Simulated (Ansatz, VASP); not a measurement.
**B2W: VASP beside Ansatz**

Contents of INCAR:

```
PREC = Accurate ; ENCUT = 520
EDIFF = 1E-8 ; ISMEAR = -1
SIGMA = 0.05 ; LREAL = F
LASPH = T ; NELM = 60
ALGO = Normal ; ISIF = 2
LWAVE = F ; LCHARG = F
LEFG = T ; NBANDS = 17
```

Contents of KPOINTS:

```
Automatic mesh
0
Gamma
  14 14 12
```

The input POSCAR:

```
B2W
1.0
    2.9596013921      0.0000000000      0.0000000000
   -1.4798006961      2.5630899906      0.0000000000
    0.0000000000      0.0000000000      3.0500000000
B W
2 1
Direct
    0.3333333333      0.6666666667      0.5000000000
    0.6666666667      0.3333333333      0.5000000000
    0.0000000000      0.0000000000      0.0000000000
```

Input for Ansatz:

```yaml
crystal:
  lattice:
    - [2.9596013921, 0.0, 0.0]
    - [-1.4798006961, 2.5630899906, 0.0]
    - [0.0, 0.0, 3.05]
  atoms:
    - { symbol: B, position: [0.3333333333, 0.6666666667, 0.5] }
    - { symbol: B, position: [0.6666666667, 0.3333333333, 0.5] }
    - { symbol: W, position: [0.0, 0.0, 0.0] }
kpoints:
  mp_grid: { grid: [14, 14, 12] }
scf:
  occupations: { method: fermi_dirac, width: 0.05 }
hamiltonian:
  xc: lda
  pseudopotentials: { kind: all_electron, datasets: crystal }
output:
  forces: true
  stress: true
  eigenvalues: true
  efg: { contact_densities: true }
```

Change from the starting cell: equal xx and yy strain of -2 %, crystal datasets.

Alike in both runs: task electric field gradients; functional LDA; k mesh 14 × 14 × 12; occupations fermi-dirac, width 0.05 eV; no spin polarisation.

|  | VASP | Ansatz |
| --- | --- | --- |
| version | VASP 6.6.1 | Ansatz 0.2.0 |
| potentials or method | VASP PAW LDA potentials, release 64 (B, W_sv), cutoff 520 eV | all-electron PAW with datasets made for the crystal, scalar-relativistic |

VASP gave:

| Property | Result |
| --- | --- |
| pressure (GPa) | 44.2 |
| traceless stress, the component that is largest in VASP (GPa) | 7.95 |
| size of Vzz on the site where it differs most (V/Å²) | 30.7 |

Estimate Ansatz's values.

pressure (GPa): 41.6; traceless stress, the component that is largest in VASP (GPa): 7.75; size of Vzz on the site where it differs most (V/Å²): 55.6.

LDA's correlation is that of Perdew and Zunger in VASP and of Perdew and Wang (1992) in Ansatz. Both programs put the cell under a high pressure, so it lies far from rest at this level. Ansatz ran all-electron here, and VASP with PAW potentials. Ansatz's warnings: printed levels off.

Neither program's run includes spin-orbit coupling.
